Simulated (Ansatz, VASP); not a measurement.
**One calculation of BaO, two programs**

```xyz
2
Lattice="0.0000 2.7795 2.7795 2.7795 0.0000 2.7795 2.7795 2.7795 0.0000" Properties=species:S:1:pos:R:3 pbc="T T T"
Ba    2.7795    2.7795    2.7795
O     0.0000    0.0000    0.0000
```

Alike in both runs: task single point; functional r2SCAN; k mesh 8 × 8 × 8; occupations gaussian, width 0.05 eV; no spin polarisation.

|  | VASP | Ansatz |
| --- | --- | --- |
| version | VASP 6.6.1 | Ansatz 0.2.0 |
| potentials or method | VASP PAW PBE potentials, release 64 (Ba_sv, O), cutoff 660 eV | scalar-relativistic, plane waves, PAW |
| valence electrons in the cell | 16 | 16 |

|  | VASP | Ansatz | Ansatz less VASP |
| --- | --- | --- | --- |
| gap on the k mesh at the Fermi level (eV) | 2.35 | 2.40 | +0.057 |
| least direct gap on the mesh (eV) | 2.35 | 2.40 | +0.057 |
| pressure (GPa) | 0.9 | -0.6 | -1.52 |

VASP's potentials were made for PBE, not for r2SCAN. The functional is the same, so the differences come from potentials, cutoffs and numerics.

Spin-orbit coupling is off throughout.
